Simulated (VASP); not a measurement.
# WS2 (P-1) in VASP: notebook, part 2 of 2

VASP 6.6.1. Earlier steps stand in the parts before.

### Step 3. Single point, PBE

This run uses another cell than the first one, of 21.84 Å³/atom, 1.045 times its volume.

Contents of INCAR:

```
SYSTEM = WS2
PREC     = Accurate       ! precision mode
ENCUT    = 520            ! plane-wave cutoff, eV
EDIFF    = 1E-6           ! SCF threshold, eV
ISMEAR   = 0              ! smearing method
SIGMA    = 0.1            ! smearing width, eV
LREAL    = .FALSE.        ! projectors in reciprocal space
LASPH    = .TRUE.         ! aspherical terms in the spheres
NELM     = 60             ! most SCF steps
ALGO     = Normal         ! electronic algorithm
ISIF     = 2              ! what is computed and relaxed
LWAVE    = .FALSE.        ! write WAVECAR
LCHARG   = .FALSE.        ! write CHGCAR
GGA      = PE             ! functional
NBANDS   = 35             ! bands
```

Contents of KPOINTS:

```
regular mesh
0
G
  6 6 2
  0 0 0
```

Contents of POSCAR:

```
WS2
1.0
    3.1872410904      0.0267726907     -0.0001540638
    1.5708763152      2.7734937367      0.0009615284
    0.3553177369      0.4750663320     14.8920142531
W S
2 4
Direct
    0.5899079561      0.0491804959      0.7518146158
    0.4100920439      0.9508195041      0.2481853842
    0.9262883540      0.4011208372      0.6463021327
    0.0792079860      0.6353842189      0.1426744277
    0.0737116460      0.5988791628      0.3536978673
    0.9207920140      0.3646157811      0.8573255723
```

Potentials or basis: VASP PAW PBE potentials, release 64 (W_sv, S).

Command:

```sh
$ cat potpaw_PBE.64/W_sv/POTCAR potpaw_PBE.64/S/POTCAR > POTCAR
$ mpirun -np 1 vasp_std > vasp.out
```

OUTCAR:

```text
SYSTEM = WS2
   PREC = Accurate
   ENCUT = 520
   EDIFF = 1E-6
   ISMEAR = 0
   LREAL = .FALSE.
   LASPH = .TRUE.
   NELM = 60
   ISIF = 2
   GGA = PE

 ion  position               nearest neighbor table
   1  0.590  0.049  0.752-   6 2.42   3 2.42   3 2.42   6 2.42   6 2.42   3 2.42
   2  0.410  0.951  0.248-   4 2.42   5 2.42   5 2.42   4 2.42   4 2.42   5 2.42
   3  0.926  0.401  0.646-   1 2.42   1 2.42   1 2.42
   4  0.079  0.635  0.143-   2 2.42   2 2.42   2 2.42
   5  0.074  0.599  0.354-   2 2.42   2 2.42   2 2.42
   6  0.921  0.365  0.857-   1 2.42   1 2.42   1 2.42

  LATTYP: Found a triclinic cell.
 ALAT       =     3.1874630711
 B/A-ratio  =     0.9998618007
 C/A-ratio  =     4.6757642656
 COS(alpha) =     0.0157301778
 COS(beta)  =     0.0397864878
 COS(gamma) =     0.4999652686

  Lattice vectors:

 A1 = (   1.5708763152,   2.7734937367,   0.0009615284)
 A2 = (  -1.6163647752,   2.7467210460,   0.0011155922)
 A3 = (   0.3553177369,   0.4750663320,  14.8920142531)

Analysis of symmetry for initial positions (statically):
=====================================================================
 Subroutine PRICEL returns:
 Original cell was already a primitive cell.

 Routine SETGRP: Setting up the symmetry group for a
 triclinic supercell.

 Subroutine GETGRP returns: Found  2 space group operations
 (whereof  2 operations were pure point group operations)
 out of a pool of  2 trial point group operations.

The static configuration has the point symmetry S_2 .

Analysis of symmetry for dynamics (positions and initial velocities):
=====================================================================
 Subroutine PRICEL returns:
 Original cell was already a primitive cell.

 Routine SETGRP: Setting up the symmetry group for a
 triclinic supercell.

 Subroutine GETGRP returns: Found  2 space group operations
 (whereof  2 operations were pure point group operations)
 out of a pool of  2 trial point group operations.

[... 130 lines left out ...]
  Fermi-wavevector in a.u.,A,eV,Ry     =   1.203103  2.273534 19.693836  1.447456
  Thomas-Fermi vector in A             =   2.338865
   LORBIT       =      0    0 simple, 1 ext, 2 COOP (PROOUT), +10 PAW based schemes
   GGA     = PE    functional components
   LHFCALC =     F    Hartree Fock is set to
   AEXX    =    0.0000 exact exchange contribution
   IVDW    =     0    specifies the selected vdW correction
   LEPSILON=     F    determine dielectric tensor
   LRPA    =     F    only Hartree local field effects (RPA)
 non-spin polarized calculation
 Gauss-broadening in eV      SIGMA  =   0.10
  energy-cutoff  :      520.00
  volume of cell :      131.01
 maximum number of plane-waves:      3549
   NGX = 11   NGY = 11   NGZ = 55

 number of electron      52.0000003 magnetization

 Free energy of the ion-electron system (eV)
  ---------------------------------------------------
  ext. energy  EPLUGINS =         0.00000000
  ---------------------------------------------------
  free energy    TOTEN  =       -47.35680236 eV

  energy without entropy =      -47.35680236  energy(sigma->0) =      -47.35680236

 E-fermi :   5.2743     XC(G=0):  -9.4819

 val. band max:        4.6708947479   @ k =   0.0000   0.0000   0.0000
 cond. band min:       6.3143202178   @ k =  -0.3333   0.3333  -0.0000
 fundamental gap:      1.6434254699
 Fermi energy:         5.2742886532

 k-point     1 :       0.0000    0.0000    0.0000
  band No.  band energies     occupation
      1     -69.5401      2.00000
      2     -69.5401      2.00000
      3     -33.7714      2.00000
      4     -33.7714      2.00000
      5     -33.6229      2.00000
      6     -33.6229      2.00000
[... 901 lines left out ...]
     34       9.2063      0.00000
     35       9.6271      0.00000

 [... further k-points ...]

------------------------ aborting loop because EDIFF is reached ----------------------------------------

  FORCE on cell =-STRESS in cart. coord.  units (eV):
  Direction    XX          YY          ZZ          XY          YZ          ZX
  --------------------------------------------------------------------------------------
  -------------------------------------------------------------------------------------
  Total       -0.0042124      0.0237769      0.0264624     -0.0277419     -0.0010362     -0.0006713
  in kB       -0.0515133      0.2907681      0.3236087     -0.3392556     -0.0126719     -0.0082095
  external PRESSURE =       0.1876212 kB  Pullay stress =       0.0000000 kB

 VOLUME and BASIS-vectors are now :
 -----------------------------------------------------------------------------
  energy-cutoff  :      520.00
  volume of cell :      131.01
      direct lattice vectors                 reciprocal lattice vectors
     3.187241090  0.026772691 -0.000154064     0.315250732 -0.178553911 -0.001825759
     1.570876315  2.773493737  0.000961528    -0.003043725  0.362283983 -0.011484506
     0.355317737  0.475066332 14.892014253     0.000003458 -0.000025239  0.067150806

 POSITION                                       TOTAL-FORCE (eV/Angst)
 -----------------------------------------------------------------------------------
      2.22457      0.50936     11.19599         0.031585      0.020122      0.000003
      2.88887      2.76598      3.69683        -0.031585     -0.020122     -0.000003
      3.81206      1.44434      9.62498        -0.016510     -0.010328     -0.003954
      1.30126      1.83213      2.12531         0.016011      0.010864     -0.004008
      1.30138      1.83099      5.26784         0.016510      0.010328      0.003954
      3.81218      1.44320     12.76751        -0.016011     -0.010864      0.004008
 -----------------------------------------------------------------------------------
    total drift:                                0.000000      0.000000     -0.000000

  FREE ENERGIE OF THE ION-ELECTRON SYSTEM (eV)
  ---------------------------------------------------
  free  energy   TOTEN  =       -47.3568023621 eV

  energy  without entropy=      -47.3568023621  energy(sigma->0) =      -47.35680236
```

stdout:

```text
POSCAR found type information on POSCAR W S
 POSCAR found :  2 types and       6 ions
 scaLAPACK will be used
 LDA part: xc-table for (Slater+PW92), standard interpolation
 POSCAR, INCAR and KPOINTS ok, starting setup
 FFT: planning ... GRIDC
 FFT: planning ... GRID_SOFT
 FFT: planning ... GRID
 WAVECAR not read
 entering main loop
```

Run time: 79 s. Hardware: 1 thread of Intel Xeon 6975P-C (Granite Rapids), shared host; peak memory 0.32 GiB.

What came out:

* Free energy: -47.3568 eV
* Pressure: 0.0 GPa
* Largest force: 0.037 eV/Å
* Band gap on the k mesh: 1.64 eV, indirect (least direct gap 1.81 eV)

Forces in eV/Å, atoms in the order of the input:
```
W    0.032  0.020  0.000
W   -0.032 -0.020  0.000
S   -0.017 -0.010 -0.004
S    0.016  0.011 -0.004
S    0.017  0.010  0.004
S   -0.016 -0.011  0.004
```

Caveat: spin-orbit coupling is left out, which moves the levels of the heavy elements. A k mesh can miss the band edges.
